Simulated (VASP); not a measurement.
Write the native input for VASP 6.6.1 that does the following.

```
Task                   : single point
Functional             : PBE
Potentials or basis    : VASP PAW PBE potentials, release 64 (Si, Ge_d)
Cutoff                 : 520 eV
k mesh                 : 12 × 12 × 8
Occupations            : gaussian, width 0.1 eV
Spin                   : no spin polarisation
Dipole correction      : no
Further INCAR settings : ALGO = Normal; EDIFF = 1e-06; NBANDS = 46
```

The structure of SiGe5 lies in POSCAR:

```
SiGe5
1.0
    4.8434632579      0.0000000000      0.0000000000
   -2.4217316289      4.1945622236      0.0000000000
    0.0000000000      0.0000000000      5.5355860601
Si Ge
1 5
Direct
    0.0000000000      0.0000000000      0.5000000000
    0.6666666667      0.3333333333      0.7459056465
    0.0000000000      0.0000000000      0.0000000000
    0.6666666667      0.3333333333      0.2540943535
    0.3333333333      0.6666666667      0.2540943535
    0.3333333333      0.6666666667      0.7459056465
```

The cell was generated, and may not be a known phase.

These files were run (other wordings do the same):

INCAR

```
PREC     = Accurate       # precision mode
ENCUT    = 520            # plane-wave cutoff, eV
EDIFF    = 1E-6           # SCF threshold, eV
ISMEAR   = 0              # smearing method
SIGMA    = 0.1            # smearing width, eV
LREAL    = False          # projectors in reciprocal space
LASPH    = True           # aspherical terms in the spheres
NELM     = 80             # most SCF steps
ALGO     = Normal         # electronic algorithm
ISIF     = 2              # what is computed and relaxed
LWAVE    = False          # write WAVECAR
LCHARG   = False          # write CHGCAR
GGA      = PE             # functional
NBANDS   = 46             # bands
```

KPOINTS

```
regular mesh
0
Gamma
  12 12 8
```

Potentials or basis: VASP PAW PBE potentials, release 64 (Si, Ge_d).

Command:

```bash
$ cat potpaw_PBE.64/Si/POTCAR potpaw_PBE.64/Ge_d/POTCAR > POTCAR
$ mpirun -np 1 vasp_std > vasp.out
```

Results of the run:

The pressure is 0.0 GPa and the band gap on the k mesh is zero (bands 37 and 38 overlap by 3.49 eV).

It took 7.7 min on 1 thread of Intel(R) Xeon(R) Platinum 8488C (Sapphire Rapids), on a shared host, peak memory 0.47 GiB.
